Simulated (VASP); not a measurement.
Input of a VASP 6.6.1 run:

File INCAR:

```
SYSTEM = TaN
PREC     = Accurate       ! precision mode
ENCUT    = 520            ! plane-wave cutoff, eV
EDIFF    = 1E-6           ! SCF threshold, eV
ISMEAR   = -1             ! smearing method
SIGMA    = 0.05           ! smearing width, eV
LREAL    = .FALSE.        ! projectors in reciprocal space
LASPH    = .TRUE.         ! aspherical terms in the spheres
NELM     = 80             ! most SCF steps
ALGO     = Normal         ! electronic algorithm
ISIF     = 2              ! what is computed and relaxed
LWAVE    = .FALSE.        ! write WAVECAR
LCHARG   = .FALSE.        ! write CHGCAR
GGA      = PS             ! functional
NBANDS   = 33             ! bands
```

Contents of KPOINTS:

```
Automatic mesh
0
G
  5 5 8
  0 0 0
```

Contents of POSCAR:

```
TaN
1.0
    5.1960000000      0.0000000000      0.0000000000
   -2.5980000000      4.4998680000      0.0000000000
    0.0000000000      0.0000000000      2.9110000000
Ta N
3 3
Direct
    0.3333333333      0.6666666667      0.5000000000
    0.6666666667      0.3333333333      0.5000000000
    0.0000000000      0.0000000000      0.0000000000
    0.3928500000      0.0000000000      0.0000000000
    0.6071500000      0.6071500000      0.0000000000
    0.0000000000      0.3928500000      0.0000000000
```

Potentials or basis: VASP PAW PBE potentials, release 64 (Ta_pv, N).

Run with:

```console
$ cat potpaw_PBE.64/Ta_pv/POTCAR potpaw_PBE.64/N/POTCAR > POTCAR
$ mpirun -np 1 vasp_std > vasp.out
```

Predict the pressure.

-2.9 GPa.

Estimate the largest force.

0.006 eV/Å.

Estimate the band gap on the k mesh.

zero (band 24 reaches 10.09 eV, above the bottom of band 25 at 6.97 eV).

Forces on the atoms (eV/Å):
```
Ta   0.000  0.000  0.000
Ta   0.000  0.000  0.000
Ta   0.000  0.000  0.000
N   -0.006  0.000  0.000
N    0.003  0.006  0.000
N    0.003 -0.006  0.000
```

Caveat: the PAW data sets were made with another functional, which shifts forces and pressure a little; spin-orbit coupling is left out, which moves the levels of the heavy elements.
